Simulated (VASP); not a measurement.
Write the native input for VASP 6.6.1 that does the following.

| Item | Value |
| --- | --- |
| Task | single point |
| Functional | PBEsol |
| Potentials or basis | VASP PAW PBE potentials, release 64 (Pb_d, O) |
| Cutoff | 520 eV |
| k mesh | 2 × 2 × 2 |
| Occupations | fermi-dirac, width 0.039 eV |
| Spin | no spin polarisation |
| Dipole correction | no |
| Further INCAR settings | LREAL = Auto; ALGO = Normal; EDIFF = 1e-07; NBANDS = 122 |

The structure of PbO2 lies in POSCAR:

```
PbO2
1.0
    0.0000000000      5.3163399384      5.3163399384
    5.3163399384      0.0000000000      5.3163399384
    5.3163399384      5.3163399384      0.0000000000
Pb O
8 16
Direct
   -0.0018229647      0.0040162029      0.0007472246
   -0.0045576469      0.0067585972      0.4990179392
    0.0068232093      0.4934209494     -0.0002794216
   -0.0040014371      0.4961328716      0.5085423489
    0.4982857625     -0.0008585794     -0.0014279561
    0.4995243026      0.0010900356      0.4985937752
    0.5017292970      0.5025633295      0.0016685351
    0.4976629656      0.5051207280      0.4931515912
    0.1378832070      0.1016853712      0.1181750993
    0.3771895746      0.3614266624      0.3720294456
    0.1235545521      0.1088912686      0.6277702402
    0.3768646330      0.3882858365      0.8814004662
    0.1087002537      0.6256677599      0.1337360869
    0.3619492964      0.8887626741      0.3795520082
    0.1432428153      0.6078103615      0.6302402666
    0.3648403831      0.8590969639      0.8965347505
    0.6421112155      0.1234402818      0.1162086148
    0.8794295613      0.3736575394      0.3582875666
    0.6425434678      0.1074524027      0.6222742598
    0.8983794406      0.3733212178      0.8694471297
    0.6222020297      0.6244516977      0.1194561498
    0.9053845420      0.8602920530      0.3729479347
    0.6238077396      0.6236418360      0.6222442580
    0.8742361387      0.8653510786      0.8795155227
```

The input as run:

INCAR

```
SYSTEM = PbO2
PREC     = Accurate       ! precision mode
ENCUT    = 520            ! plane-wave cutoff, eV
EDIFF    = 1E-7           ! SCF threshold, eV
ISMEAR   = -1             ! smearing method
SIGMA    = 0.039          ! smearing width, eV
LREAL    = Auto         
LASPH    = .True.         ! aspherical terms in the spheres
NELM     = 100            ! most SCF steps
ALGO     = Normal         ! electronic algorithm
ISIF     = 2              ! what is computed and relaxed
LWAVE    = .False.        ! write WAVECAR
LCHARG   = .False.        ! write CHGCAR
GGA      = PS             ! functional
NBANDS   = 122            ! bands
```

KPOINTS

```
regular mesh
0
Gamma
  2 2 2
  0 0 0
```

Potentials or basis: VASP PAW PBE potentials, release 64 (Pb_d, O).

Launch:

```bash
$ cat potpaw_PBE.64/Pb_d/POTCAR potpaw_PBE.64/O/POTCAR > POTCAR
$ mpirun -np 1 vasp_std > vasp.out
```

Results of the run:

| Item | Value |
| --- | --- |
| Pressure | 2.7 GPa |
| Largest force | 1.664 eV/Å |
| Band gap on the k mesh | zero (bands 104 and 105 overlap by 0.11 eV) |

Caveat: the k points lie up to 0.51 Å⁻¹ apart; the atoms stand as in a frame of molecular dynamics; the structure was generated, so it needn't be the stable form of PbO2; semilocal functionals underestimate gaps, and a narrow one can read as zero; the PAW data sets were made with another functional, which shifts forces and pressure a little; spin-orbit coupling is left out, which moves the levels of the heavy elements.

Wall time 6.3 min on 1 thread of Intel(R) Xeon(R) 6975P-C (Granite Rapids), with other jobs on the host, peak memory 0.52 GiB.
